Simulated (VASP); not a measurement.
Cu: single point with r2SCAN

Cu, a slab with vacuum:

```xyz
5
Lattice="2.5288 0.0000 0.0000 -1.2644 2.1900 0.0000 0.0000 0.0000 24.2591" Properties=species:S:1:pos:R:3 pbc="T T T"
Cu    1.8966    0.3650    8.0000
Cu   -0.6322    1.8250   10.0648
Cu    0.6322    1.0950   12.1296
Cu    1.8966    0.3650   14.1943
Cu   -0.6322    1.8250   16.2591
```

```yaml
Program: VASP 6.6.1
Task: single point
Functional: r2SCAN
Potentials_or_basis: VASP PAW PBE potentials, release 64 (Cu)
Cutoff: 520 eV
k_mesh: 16 × 16 × 1
Occupations: fermi-dirac, width 0.1 eV
Spin: no spin polarisation
Dipole_correction: yes
Further_INCAR_settings: ALGO = Normal; EDIFF = 1e-07; NBANDS = 36
```

```yaml
Largest_force: 0.075 eV/Å
Band_gap_on_the_k_mesh: zero (an odd number of electrons rules out a gap without spin polarisation)
Work_function_of_the_upper_face: 4.86 eV
Work_function_of_the_lower_face: 4.86 eV
```

Forces on the atoms (eV/Å):
```
Cu   0.000  0.000  0.075
Cu   0.000  0.000 -0.037
Cu   0.000  0.000  0.000
Cu   0.000  0.000  0.037
Cu   0.000  0.000 -0.075
```

Levels at points of the mesh, in eV from the Fermi level:
```csv
k point,band 24,band 25,band 26,band 27,band 28,band 29,band 30,band 31,band 32,band 33
"(0.00, 0.00, 0.00)",-2.06,-2.06,-1.81,-1.81,-1.72,-1.72,-1.04,-0.35,4.49,4.92
"(0.50, 0.00, 0.00)",-1.45,-1.44,-0.43,0.51,1.14,1.52,1.65,4.54,5.40,6.14
```

It took 15 min on 1 thread of Intel(R) Xeon(R) Platinum 8259CL CPU @ 2.50GHz (Skylake/Cascade Lake), on a shared host, peak memory 0.34 GiB.

Caveat: the PAW data sets were made with another functional, which shifts forces and pressure a little.
